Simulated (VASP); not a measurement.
Runs of VASP 6.6.1 on CuO (Tenorite). It takes space group C2/c (No. 15, monoclinic). Conventional cell: a = 4.684 Å, b = 3.423 Å, c = 5.129 Å, α = 90.00°, β = 99.54°, γ = 90.00°. Cu (site symmetry -1) has 4 O at 1.95 to 1.96 Å within 2.6 Å. Within 2.6 Å of O (site symmetry 2) lie 4 Cu at 1.95 to 1.96 Å. 

```tsv
smearing	gap on the mesh (eV)	pressure (GPa)	largest force (eV/Å)
fermi-dirac 0.1 eV	none	6.5	0.22
fermi-dirac 0.05 eV	none	(a)	0.22
fermi-dirac 0.3 eV	none	7.4	(b)
fermi-dirac 0.2 eV	none	6.8	0.20
```

Alike in all rows: task single point; level PBE; potentials or basis VASP PAW PBE potentials, release 64 (Cu, O); no spin polarisation; cell as given; k mesh 9 × 9 × 5; cutoff (eV) 520.

Task: Fill in the values left out.

Result: (a) 6.4; (b) 0.17.

Caveats: semilocal functionals often make such compounds metallic where correlation or magnetic order opens a gap, which also shifts bond lengths.

A gap of «none» marks levels without a gap at the run's occupations.
